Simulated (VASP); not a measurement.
# Si (Fd-3m) in VASP: further runs, part 2 of 2

VASP 6.6.1. Earlier steps stand in the parts before.

## (3) Single point, PBE

This run uses another cell than the first one, of 21.58 Å³/atom, 1.025 times its volume.

The input, INCAR:

```
PREC     = Accurate       # precision mode
ENCUT    = 500            # plane-wave cutoff, eV
EDIFF    = 1E-6           # SCF threshold, eV
ISMEAR   = 0              # smearing method
SIGMA    = 0.1            # smearing width, eV
LREAL    = F              # projectors in reciprocal space
LASPH    = T              # aspherical terms in the spheres
NELM     = 120            # most SCF steps
ALGO     = Normal         # electronic algorithm
ISIF     = 2              # what is computed and relaxed
LWAVE    = F              # write WAVECAR
LCHARG   = F              # write CHGCAR
GGA      = PE             # functional
NBANDS   = 11             # bands
GGA_COMPAT= F
```

The input, KPOINTS:

```
regular mesh
0
Gamma
  6 6 6
```

The input, POSCAR:

```
Si
1.0
    0.0000000000      2.7840733979      2.7840733979
    2.7840733979      0.0000000000      2.7840733979
    2.7840733979      2.7840733979      0.0000000000
Si
2
Direct
    0.7500000000      0.7500000000      0.7500000000
    0.5000000000      0.5000000000      0.5000000000
```

Potentials or basis: VASP PAW PBE potentials, release 64 (Si).

Command:

```console
$ cat potpaw_PBE.64/Si/POTCAR > POTCAR
$ mpirun -np 1 vasp_std > vasp.out
```

OUTCAR:

```text
PREC = Accurate
   ENCUT = 500
   EDIFF = 1E-6
   ISMEAR = 0
   LREAL = F
   LASPH = T
   NELM = 120
   ISIF = 2
   GGA = PE

 ion  position               nearest neighbor table
   1  0.750  0.750  0.750-   2 2.41   2 2.41   2 2.41   2 2.41
   2  0.500  0.500  0.500-   1 2.41   1 2.41   1 2.41   1 2.41

  LATTYP: Found a face centered cubic cell.
 ALAT       =     5.5681467958

  Lattice vectors:

 A1 = (   0.0000000000,   2.7840733979,   2.7840733979)
 A2 = (   2.7840733979,   0.0000000000,   2.7840733979)
 A3 = (   2.7840733979,   2.7840733979,   0.0000000000)

Analysis of symmetry for initial positions (statically):
=====================================================================
 Subroutine PRICEL returns:
 Original cell was already a primitive cell.

 Routine SETGRP: Setting up the symmetry group for a
 face centered cubic supercell.

 Subroutine GETGRP returns: Found 48 space group operations
 (whereof 24 operations were pure point group operations)
 out of a pool of 48 trial point group operations.

The static configuration has the point symmetry T_d .
 The point group associated with its full space group is O_h .

Analysis of symmetry for dynamics (positions and initial velocities):
=====================================================================
 Subroutine PRICEL returns:
 Original cell was already a primitive cell.

 Routine SETGRP: Setting up the symmetry group for a
 face centered cubic supercell.

 Subroutine GETGRP returns: Found 48 space group operations
 (whereof 24 operations were pure point group operations)
 out of a pool of 48 trial point group operations.

The dynamic configuration has the point symmetry T_d .
 The point group associated with its full space group is O_h .

 Subroutine INISYM returns: Found 48 space group operations
 (whereof 24 operations are pure point group operations),
 and found     1 'primitive' translations

[... 111 lines left out ...]
   LHFCALC =     F    Hartree Fock is set to
   AEXX    =    0.0000 exact exchange contribution
   IVDW    =     0    specifies the selected vdW correction
   LEPSILON=     F    determine dielectric tensor
   LRPA    =     F    only Hartree local field effects (RPA)
 non-spin polarized calculation
 Gauss-broadening in eV      SIGMA  =   0.10
  energy-cutoff  :      500.00
  volume of cell :       43.16
 maximum number of plane-waves:      1113
 NGX is ok and might be reduce to    30
   NGX = 15   NGY = 15   NGZ = 15

 number of electron       7.9999999 magnetization

 Free energy of the ion-electron system (eV)
  ---------------------------------------------------
  ext. energy  EPLUGINS =         0.00000000
  ---------------------------------------------------
  free energy    TOTEN  =       -10.79522209 eV

  energy without entropy =      -10.79522209  energy(sigma->0) =      -10.79522209

 E-fermi :   5.5136     XC(G=0):  -9.1131

 val. band max:        5.1004273783   @ k =   0.0000   0.0000   0.0000
 cond. band min:       5.9280932258   @ k =   0.3333   0.3333   0.0000
 fundamental gap:      0.8276658475
 Fermi energy:         5.5135832066

 k-point     1 :       0.0000    0.0000    0.0000
  band No.  band energies     occupation
      1      -6.3592      2.00000
      2       5.1004      2.00000
      3       5.1004      2.00000
      4       5.1004      2.00000
      5       7.6290      0.00000
      6       7.6290      0.00000
      7       7.6290      0.00000
      8       7.6321      0.00000
      9      12.7715      0.00000
     10      12.7748      0.00000
     11      12.7748      0.00000
[... 197 lines left out ...]
 k-point    16 :      -0.3333    0.5000    0.1667
  band No.  band energies     occupation
      1      -2.3840      2.00000
      2      -2.3840      2.00000
      3       1.7414      2.00000
      4       1.7414      2.00000
      5       7.8483      0.00000
      6       7.8483      0.00000
      7      11.5841      0.00000
      8      11.5841      0.00000
      9      15.2239      0.00000
     10      15.2239      0.00000
     11      17.4759      0.00000

------------------------ aborting loop because EDIFF is reached ----------------------------------------

  FORCE on cell =-STRESS in cart. coord.  units (eV):
  Direction    XX          YY          ZZ          XY          YZ          ZX
  --------------------------------------------------------------------------------------
  -------------------------------------------------------------------------------------
  Total       -1.1446650     -1.1446650     -1.1446650      0.0000000      0.0000000      0.0000000
  in kB      -42.4929565    -42.4929565    -42.4929565      0.0000000      0.0000000      0.0000000
  external PRESSURE =     -42.4929565 kB  Pullay stress =       0.0000000 kB

 VOLUME and BASIS-vectors are now :
 -----------------------------------------------------------------------------
  energy-cutoff  :      500.00
  volume of cell :       43.16
      direct lattice vectors                 reciprocal lattice vectors
     0.000000000  2.784073398  2.784073398    -0.179592966  0.179592966  0.179592966
     2.784073398  0.000000000  2.784073398     0.179592966 -0.179592966  0.179592966
     2.784073398  2.784073398  0.000000000     0.179592966  0.179592966 -0.179592966

 POSITION                                       TOTAL-FORCE (eV/Angst)
 -----------------------------------------------------------------------------------
      4.17611      4.17611      4.17611         0.000000      0.000000      0.000000
      2.78407      2.78407      2.78407        -0.000000     -0.000000     -0.000000
 -----------------------------------------------------------------------------------
    total drift:                                0.000000     -0.000000     -0.000000

  FREE ENERGIE OF THE ION-ELECTRON SYSTEM (eV)
  ---------------------------------------------------
  free  energy   TOTEN  =       -10.7952220922 eV

  energy  without entropy=      -10.7952220921  energy(sigma->0) =      -10.79522209
```

Run time: 17 s. Hardware: 1 thread of Intel Xeon 8259CL, shared host; peak memory 0.15 GiB.

What came out:

* Free energy: -10.7952 eV
* Pressure: -4.2 GPa
* Band gap on the k mesh: 0.83 eV, indirect (least direct gap 2.41 eV)

Levels at points of the mesh, in eV from the valence-band top:
```csv
k point,band 1,band 2,band 3,band 4,band 5,band 6,band 7,band 8
"(0.00, 0.00, 0.00)",-11.46,0.00,0.00,0.00,2.53,2.53,2.53,2.53
"(0.50, 0.00, 0.00)",-9.31,-6.63,-1.13,-1.13,1.28,3.36,3.36,7.62
"(0.50, 0.50, 0.00)",-7.58,-7.58,-2.66,-2.66,0.85,0.85,9.48,9.48
```
